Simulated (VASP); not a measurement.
Runs of VASP 6.6.1 on CaO. The structure is that of space group Fm-3m (No. 225), or close to it. The cells are those of the table. 

| task | level | potentials or basis | cell | k mesh | cutoff (eV) | smearing | grid for exact exchange (PRECFOCK) | share of exact exchange | screening parameter | gap on the mesh (eV) | pressure (GPa) |
| --- | --- | --- | --- | --- | --- | --- | --- | --- | --- | --- | --- |
| relaxation of cell and atoms | r2SCAN | VASP PAW PBE potentials, release 64 (Ca_sv, O) | relaxed from a = 3.415 Å, angles 60.0°, 2 atoms | 8 × 8 × 8 | 600 | fermi-dirac 0.02 eV | - | - | - | 4.19 | 0.0 |
| dielectric tensor | PBE | VASP PAW PBE potentials, release 64 (Ca_sv, O) | a = 3.391 Å, angles 60.0°, 2 atoms | 8 × 8 × 8 | 520 | gaussian 0.01 eV | - | - | - | 3.63 | - |
| single point | HSE06 | VASP PAW PBE potentials, release 64 (Ca_sv, O) | a = 3.391 Å, angles 60.0°, 2 atoms | 6 × 6 × 6 | 520 | gaussian 0.01 eV | Normal | 0.25 | 0.2079 1/Å | 5.29 | 1.0 |
| single point | r2SCAN | VASP PAW PBE potentials, release 64 (Ca_sv, O_h) | a = 3.391 Å, angles 60.0°, 2 atoms | 8 × 8 × 8 | 910 | fermi-dirac 0.02 eV | - | - | - | 4.19 | (a) |

Alike in all rows: no spin polarisation.

Q: Fill in the values left out.

A: (a) 0.9.

Caveats: the PAW data sets were made with another functional, which shifts forces and pressure a little (at least some runs); the cutoff is under 1.25 times the usual one of these potentials, so pressure, stress and relaxed cells hold a basis-set (Pulay) error (at least some runs).

A k mesh can miss the band edges.
